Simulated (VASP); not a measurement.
Write the native input for VASP 6.6.1 that does the following.

* Task: single point
* Functional: PBE
* Potentials or basis: VASP PAW PBE potentials, release 64 (Be, Re)
* Cutoff: 520 eV
* k mesh: 20 × 20 × 20
* Occupations: gaussian, width 0.1 eV
* Spin: no spin polarisation
* Dipole correction: no
* Further INCAR settings: ALGO = Normal; EDIFF = 1e-06; NBANDS = 12

The structure of BeRe lies in POSCAR:

```
BeRe
1.0
    2.8324654301      0.0000000000      0.0000000000
    0.0000000000      2.8324654301      0.0000000000
    0.0000000000      0.0000000000      2.8324654301
Be Re
1 1
Direct
    0.5000000000      0.5000000000      0.5000000000
    0.0000000000      0.0000000000      0.0000000000
```

These files were run (other wordings do the same):

INCAR

```
SYSTEM = BeRe
PREC = Accurate
ENCUT = 520
EDIFF = 1E-6
ISMEAR = 0
SIGMA = 0.1
LREAL = .FALSE.
LASPH = .TRUE.
NELM = 100
ALGO = Normal
ISIF = 2
LWAVE = .FALSE.
LCHARG = .FALSE.
GGA = PE
NBANDS = 12
```

KPOINTS

```
Automatic mesh
0
G
  20 20 20
  0 0 0
```

Potentials or basis: VASP PAW PBE potentials, release 64 (Be, Re).

The run is started by

```bash
$ cat potpaw_PBE.64/Be/POTCAR potpaw_PBE.64/Re/POTCAR > POTCAR
$ mpirun -np 1 vasp_std > vasp.out
```

It gave:

The pressure is 0.3 GPa.

Wall time 62 s on 1 thread of Oxide Virtual Turin-like Processor (shared host), peak memory 0.18 GiB.
